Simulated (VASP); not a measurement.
Set up this calculation in VASP 6.6.1, as the native input.

* Task: single point
* Functional: r2SCAN
* Potentials or basis: VASP PAW PBE potentials, release 64 (Si)
* Cutoff: 520 eV
* k mesh: 20 × 20 × 20
* Occupations: gaussian, width 0.15 eV
* Spin: no spin polarisation
* Dipole correction: no
* Further INCAR settings: ALGO = Normal; EDIFF = 1e-07; NBANDS = 11

Si:

```
CELL_PARAMETERS angstrom
-2.40694 2.40694 1.28939
2.40694 -2.40694 1.28939
2.40694 2.40694 -1.28939
ATOMIC_POSITIONS crystal
Si 0.25000 0.75000 0.50000
Si 0.50000 0.50000 0.00000
```

This cell differs from its parent crystal: strain +0.015 along x and y, -0.030 along z.

The input as run:

POSCAR

```
Si
1.0
   -2.4069428891      2.4069428891      1.2893874282
    2.4069428891     -2.4069428891      1.2893874282
    2.4069428891      2.4069428891     -1.2893874282
Si
2
Direct
    0.2500000000      0.7500000000      0.5000000000
    0.5000000000      0.5000000000      0.0000000000
```

INCAR.step1

```
SYSTEM = Si
PREC = Accurate
ENCUT = 520
ISMEAR = 0
SIGMA = 0.15
LREAL = .False.
LASPH = .True.
NELM = 100
NBANDS = 11
GGA = PE
ALGO = Normal
EDIFF = 1E-4
LWAVE = .True.
LCHARG = .False.
```

INCAR.step2

```
SYSTEM = Si
PREC = Accurate
ENCUT = 520
EDIFF = 1E-7
ISMEAR = 0
SIGMA = 0.15
LREAL = .False.
LASPH = .True.
NELM = 100
ALGO = Normal
ISIF = 2
LWAVE = .False.
LCHARG = .True.
METAGGA = R2SCAN
LMIXTAU = .True.
LELF = .True.
LVHAR = .True.
NBANDS = 11
ISTART = 1
```

KPOINTS

```
regular mesh
0
Gamma
  20 20 20
  0 0 0
```

Potentials or basis: VASP PAW PBE potentials, release 64 (Si).

Command:

```console
$ cat potpaw_PBE.64/Si/POTCAR > POTCAR
$ cp INCAR.step1 INCAR
$ mpirun -np 1 vasp_std > vasp.out
$ cp INCAR.step2 INCAR
$ mpirun -np 1 vasp_std > vasp.out
```

Results of the run:

```json
{
 "Pressure": "2.0 GPa",
 "Band gap on the k mesh": "zero (bands 4 and 5 overlap by 6.63 eV)"
}
```

Caveat: the cell differs from its parent crystal (strain +0.015 along x and y, -0.030 along z); the PAW data sets were made with another functional, which shifts forces and pressure a little.

It took 9.4 min on 1 thread of Intel(R) Xeon(R) Platinum 8488C (Sapphire Rapids), with other jobs on the host, peak memory 0.29 GiB.
